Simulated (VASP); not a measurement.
A run of VASP 6.6.1:

The input INCAR:

```
SYSTEM = K2H
PREC = Accurate
ENCUT = 520
EDIFF = 1E-7
ISMEAR = 0
SIGMA = 0.1
LREAL = .FALSE.
LASPH = .TRUE.
NELM = 80
ALGO = Normal
ISIF = 2
LWAVE = .FALSE.
LCHARG = .TRUE.
GGA = PE
LELF = .TRUE.
LVHAR = .TRUE.
NBANDS = 28
```

Contents of KPOINTS:

```
Automatic mesh
0
G
  4 4 4
  0 0 0
```

The input POSCAR:

```
K2H
1.0
   -3.6424246807      3.6424246807      3.0319585192
    3.6424246807     -3.6424246807      3.0319585192
    3.6424246807      3.6424246807     -3.0319585192
K H
4 2
Direct
    0.6670000000      0.1670000000      0.8340000000
    0.1670000000      0.3330000000      0.5000000000
    0.3330000000      0.8330000000      0.1660000000
    0.8330000000      0.6670000000      0.5000000000
    0.2500000000      0.2500000000      0.0000000000
    0.7500000000      0.7500000000      0.0000000000
```

Potentials or basis: VASP PAW PBE potentials, release 64 (K_sv, H).

Launch:

```sh
$ cat potpaw_PBE.64/K_sv/POTCAR potpaw_PBE.64/H/POTCAR > POTCAR
$ mpirun -np 1 vasp_std > vasp.out
```

Hardware: 1 thread of Intel(R) Xeon(R) Platinum 8559C (Emerald Rapids), with other jobs on the host.

Question: Estimate the wall time of this run.

Answer: Wall time 65 s on 1 thread of Intel(R) Xeon(R) Platinum 8559C (Emerald Rapids), with other jobs on the host, peak memory 0.31 GiB. Counts: scf iterations 14, k points 13.
